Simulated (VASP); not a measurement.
# Ca (Im-3m) in VASP: single point with PBE

Aim: the single point of Ca with PBE.

Everything below comes from runs of VASP 6.6.1. Logs are shortened: lines on timing, memory, paths and dates and some standing lists are left out, and cuts for length are marked.

## Step 1: The cell of the first run

Symmetry: Im-3m, No. 229, cubic system. The conventional cell has a = 4.386 Å, b = 4.386 Å, c = 4.386 Å, α = 90.00°, β = 90.00°, γ = 90.00°. Within 5.0 Å of Ca (site symmetry m-3m) lie 14 Ca at 3.80 to 4.39 Å.

## Step 2: Single point, PBE

INCAR reads:

```
PREC     = Accurate       # precision mode
ENCUT    = 520            # plane-wave cutoff, eV
EDIFF    = 1E-6           # SCF threshold, eV
ISMEAR   = -1             # smearing method
SIGMA    = 0.13605693000000002 # smearing width, eV
LREAL    = False          # projectors in reciprocal space
LASPH    = True           # aspherical terms in the spheres
NELM     = 100            # most SCF steps
ALGO     = Normal         # electronic algorithm
ISIF     = 2              # what is computed and relaxed
LWAVE    = False          # write WAVECAR
LCHARG   = False          # write CHGCAR
GGA      = PE             # functional
NBANDS   = 11             # bands
```

KPOINTS reads:

```
regular mesh
0
Gamma
  11 11 11
```

POSCAR reads:

```
Ca
1.0
   -2.1929179982      2.1929179982      2.1929179982
    2.1929179982     -2.1929179982      2.1929179982
    2.1929179982      2.1929179982     -2.1929179982
Ca
1
Direct
    0.0000000000      0.0000000000      0.0000000000
```

Potentials or basis: VASP PAW PBE potentials, release 64 (Ca_sv).

On the command line:

```bash
cat potpaw_PBE.64/Ca_sv/POTCAR > POTCAR
mpirun -np 1 vasp_std > vasp.out
```

OUTCAR:

```text
PREC = Accurate
   ENCUT = 520
   EDIFF = 1E-6
   ISMEAR = -1
   LREAL = False
   LASPH = True
   NELM = 100
   ISIF = 2
   GGA = PE

 ion  position               nearest neighbor table
   1  0.000  0.000  0.000-

  LATTYP: Found a body centered cubic cell.
 ALAT       =     4.3858359964

  Lattice vectors:

 A1 = (  -2.1929179982,   2.1929179982,   2.1929179982)
 A2 = (   2.1929179982,  -2.1929179982,   2.1929179982)
 A3 = (   2.1929179982,   2.1929179982,  -2.1929179982)

Analysis of symmetry for initial positions (statically):
=====================================================================
 Subroutine PRICEL returns:
 Original cell was already a primitive cell.

 Routine SETGRP: Setting up the symmetry group for a
 body centered cubic supercell.

 Subroutine GETGRP returns: Found 48 space group operations
 (whereof 48 operations were pure point group operations)
 out of a pool of 48 trial point group operations.

The static configuration has the point symmetry O_h .

Analysis of symmetry for dynamics (positions and initial velocities):
=====================================================================
 Subroutine PRICEL returns:
 Original cell was already a primitive cell.

 Routine SETGRP: Setting up the symmetry group for a
 body centered cubic supercell.

 Subroutine GETGRP returns: Found 48 space group operations
 (whereof 48 operations were pure point group operations)
 out of a pool of 48 trial point group operations.

The dynamic configuration has the point symmetry O_h .

 Subroutine INISYM returns: Found 48 space group operations
 (whereof 48 operations are pure point group operations),
 and found     1 'primitive' translations

----------------------------------------------------------------------------------------

                                     Primitive cell

  volume of cell :      42.1820

  direct lattice vectors                    reciprocal lattice vectors
    -2.192917998  2.192917998  2.192917998     0.000000000  0.228006702  0.228006702
     2.192917998 -2.192917998  2.192917998     0.228006702  0.000000000  0.228006702
     2.192917998  2.192917998 -2.192917998     0.228006702  0.228006702  0.000000000

  length of vectors
     3.798245390  3.798245390  3.798245390     0.322450170  0.322450170  0.322450170

  position of ions in fractional coordinates (direct lattice)
     0.000000000  0.000000000  0.000000000

  ion indices of the primitive-cell ions
   primitive index   ion index
                 1           1

----------------------------------------------------------------------------------------

 KPOINTS: regular mesh

Automatic generation of k-mesh.
 Grid dimensions read from file:
 generate k-points for:   11   11   11

 Generating k-lattice:

  Cartesian coordinates                     Fractional coordinates (reciprocal lattice)
     0.000000000  0.020727882  0.020727882     0.090909091  0.000000000  0.000000000
     0.020727882  0.000000000  0.020727882     0.000000000  0.090909091  0.000000000
     0.020727882  0.020727882  0.000000000     0.000000000  0.000000000  0.090909091

  Length of vectors
     0.029313652  0.029313652  0.029313652

  Shift w.r.t. Gamma in fractional coordinates (k-lattice)
     0.000000000  0.000000000  0.000000000

 Subroutine IBZKPT returns following result:
 ===========================================

 Found     56 irreducible k-points:

 Following reciprocal coordinates:
            Coordinates               Weight
  0.000000  0.000000  0.000000      1.000000
  0.090909  0.000000  0.000000     12.000000
  0.181818  0.000000  0.000000     12.000000
  0.272727  0.000000  0.000000     12.000000
  0.363636  0.000000  0.000000     12.000000
  0.454545  0.000000  0.000000     12.000000
[... 16 lines left out ...]
  0.272727  0.181818  0.090909     48.000000
  0.363636  0.181818  0.090909     24.000000
 [... further k-points ...]
   k-points           NKPTS =     56   k-points in BZ     NKDIM =     56   number of bands    NBANDS=     11
   number of dos      NEDOS =    301   number of ions     NIONS =      1
   total plane-waves  NPLWV =  21952
   dimension x,y,z NGX =    28 NGY =   28 NGZ =   28
   dimension x,y,z NGXF=    56 NGYF=   56 NGZF=   56
   ions per type =               1
   NGX,Y,Z   is equivalent  to a cutoff of  12.26, 12.26, 12.26 a.u.
   NGXF,Y,Z  is equivalent  to a cutoff of  24.51, 24.51, 24.51 a.u.
 SYSTEM =  unknown system
   PREC   = accura    normal or accurate (medium, high low for compatibility)
   ISTART =      0    job   : 0-new  1-cont  2-samecut
   ICHARG =      2    charge: 1-file 2-atom 10-const
   ISPIN  =      1    spin polarized calculation?
   LNONCOLLINEAR =      F non collinear calculations
   LSORBIT =      F    spin-orbit coupling
   LASPH  =      T    aspherical Exc in radial PAW
   ENCUT  =  520.0 eV  38.22 Ry    6.18 a.u.   7.06  7.06  7.06*2*pi/ulx,y,z
   NELM   =    100;   NELMIN=  2; NELMDL= -5     # of ELM steps
   EDIFF  = 0.1E-05   stopping-criterion for ELM
   LREAL  =      F    real-space projection
   EDIFFG = 0.1E-04   stopping-criterion for IOM
   NSW    =      0    number of steps for IOM
   IBRION =     -1    ionic relax: 0-MD 1-quasi-New 2-CG
   NFREE  =      0    steps in history (QN), initial steepest desc. (CG)
   ISIF   =      2    stress and relaxation
   ISYM   =      2    0-nonsym 1-usesym 2-fastsym
   POTIM  = 0.5000    time-step for ionic-motion
   TEBEG  =    0.0;   TEEND  =   0.0 temperature during run
   PSTRESS=    0.0 pullay stress
   NELECT =      10.0000    total number of electrons
   NUPDOWN=      -1.0000    fix difference up-down
   EMIN   =  10.00;   EMAX   =-10.00  energy-range for DOS
   EFERMI =   0.00;   METHOD = LEGACY
   ISMEAR =    -1;   SIGMA  =   0.14  broadening in eV -4-tet -1-fermi 0-gaus
   EFERMI_NEDOS =   21; number of points for ismear=-14 and -15
   IALGO  =     38    algorithm
   IMIX   =      4    mixing-type and parameters
     AMIX     =   0.40;   BMIX     =  1.00
     AMIX_MAG =   1.60;   BMIX_MAG =  1.00
  volume/ion in A,a.u.               =      42.18       284.66
  Fermi-wavevector in a.u.,A,eV,Ry     =   1.013209  1.914688 13.967643  1.026593
  Thomas-Fermi vector in A             =   2.146364
   LORBIT       =      0    0 simple, 1 ext, 2 COOP (PROOUT), +10 PAW based schemes
   GGA     = PE    functional components
   LHFCALC =     F    Hartree Fock is set to
   AEXX    =    0.0000 exact exchange contribution
   IVDW    =     0    specifies the selected vdW correction
   LEPSILON=     F    determine dielectric tensor
   LRPA    =     F    only Hartree local field effects (RPA)
 non-spin polarized calculation
  energy-cutoff  :      520.00
  volume of cell :       42.18
 maximum number of plane-waves:      1157
   NGX = 15   NGY = 15   NGZ = 15

 number of electron      10.0000002 magnetization

 Free energy of the ion-electron system (eV)
  ---------------------------------------------------
  ext. energy  EPLUGINS =         0.00000000
  ---------------------------------------------------
  free energy    TOTEN  =        -1.95797856 eV

  energy without entropy =       -1.87319846  energy(sigma->0) =       -1.91558851

 E-fermi :   1.9735     XC(G=0):  -7.7344

 val. band max:        1.9688594221   @ k =   0.3636   0.2727   0.0000
 cond. band min:       1.9916141877   @ k =   0.4545   0.0909  -0.0000
 fundamental gap:      0.0227547656
 Fermi energy:         1.9735429831

 k-point     1 :       0.0000    0.0000    0.0000
  band No.  band energies     occupation
      1     -40.0338      2.00000
      2     -20.9504      2.00000
      3     -20.9504      2.00000
      4     -20.9504      2.00000
      5      -2.0584      2.00000
      6       4.3145      0.00000
      7       4.3145      0.00000
      8       4.3145      0.00000
      9       5.3699      0.00000
     10       5.3699      0.00000
     11      12.2131      0.00000

 k-point     2 :       0.0909    0.0000    0.0000
  band No.  band energies     occupation
      1     -40.0326      2.00000
      2     -20.9618      2.00000
      3     -20.9542      2.00000
      4     -20.9504      2.00000
      5      -1.9089      2.00000
      6       4.2221      0.00000
      7       4.2530      0.00000
      8       4.4273      0.00000
      9       5.2651      0.00000
     10       5.3727      0.00000
     11      12.0170      0.00000

 k-point     3 :       0.1818    0.0000    0.0000
  band No.  band energies     occupation
      1     -40.0295      2.00000
      2     -20.9921      2.00000
      3     -20.9643      2.00000
      4     -20.9503      2.00000
      5      -1.4729      2.00000
      6       3.9603      0.00000
      7       3.9913      0.00000
      8       4.7551      0.00000
      9       5.1574      0.00000
     10       5.3937      0.00000
     11      10.9949      0.00000

 k-point     4 :       0.2727    0.0000    0.0000
  band No.  band energies     occupation
      1     -40.0253      2.00000
      2     -21.0314      2.00000
      3     -20.9775      2.00000
      4     -20.9503      2.00000
      5      -0.7898      2.00000
      6       3.4224      0.00005
      7       3.7196      0.00001
      8       5.2076      0.00000
      9       5.2610      0.00000
     10       5.4543      0.00000
     11       9.4780      0.00000
[... 239 lines left out ...]
 k-point    22 :       0.1818    0.1818    0.0909
  band No.  band energies     occupation
      1     -40.0213      2.00000
      2     -21.0586      2.00000
      3     -20.9852      2.00000
      4     -20.9680      2.00000
      5       0.2177      2.00000
      6       2.9604      0.00141
      7       3.1438      0.00037
      8       5.4069      0.00000
      9       5.5699      0.00000
     10       6.1055      0.00000
     11       8.2198      0.00000

 k-point    23 :       0.2727    0.1818    0.0909
  band No.  band energies     occupation
      1     -40.0191      2.00000
      2     -21.0651      2.00000
      3     -21.0039      2.00000
      4     -20.9711      2.00000
      5       1.0691      1.99741
      6       2.5300      0.03294
      7       2.9473      0.00156
      8       5.4690      0.00000
      9       5.6305      0.00000
     10       6.6403      0.00000
     11       7.0819      0.00000

 k-point    24 :       0.3636    0.1818    0.0909
  band No.  band energies     occupation
      1     -40.0183      2.00000
      2     -21.0652      2.00000
      3     -21.0136      2.00000
      4     -20.9719      2.00000
      5       1.7355      1.70388
      6       2.0659      0.67314
      7       2.8811      0.00253
      8       5.4656      0.00000
      9       5.6612      0.00000
     10       6.6311      0.00000
     11       6.9282      0.00000

 [... further k-points ...]

------------------------ aborting loop because EDIFF is reached ----------------------------------------

  FORCE on cell =-STRESS in cart. coord.  units (eV):
  Direction    XX          YY          ZZ          XY          YZ          ZX
  --------------------------------------------------------------------------------------
  -------------------------------------------------------------------------------------
  Total        0.0060729      0.0060729      0.0060729      0.0000000      0.0000000     -0.0000000
  in kB        0.2306648      0.2306648      0.2306648      0.0000000      0.0000000     -0.0000000
  external PRESSURE =       0.2306648 kB  Pullay stress =       0.0000000 kB

 VOLUME and BASIS-vectors are now :
 -----------------------------------------------------------------------------
  energy-cutoff  :      520.00
  volume of cell :       42.18
      direct lattice vectors                 reciprocal lattice vectors
    -2.192917998  2.192917998  2.192917998     0.000000000  0.228006702  0.228006702
     2.192917998 -2.192917998  2.192917998     0.228006702  0.000000000  0.228006702
     2.192917998  2.192917998 -2.192917998     0.228006702  0.228006702  0.000000000

 POSITION                                       TOTAL-FORCE (eV/Angst)
 -----------------------------------------------------------------------------------
      0.00000      0.00000      0.00000         0.000000      0.000000     -0.000000
 -----------------------------------------------------------------------------------
    total drift:                               -0.000000     -0.000000     -0.000000

  FREE ENERGIE OF THE ION-ELECTRON SYSTEM (eV)
  ---------------------------------------------------
  free  energy   TOTEN  =        -1.9579785573 eV

  energy  without entropy=       -1.8731984556  energy(sigma->0) =       -1.91558851
```

Wall time 9.5 s (1 thread of Intel Xeon 6975P-C (Granite Rapids), shared host); peak memory 0.16 GiB.

Results:

- Free energy: -1.9580 eV
- Pressure: 0.0 GPa
- Band gap on the k mesh: zero (band 5 reaches 2.28 eV, above the bottom of band 6 at 1.99 eV)
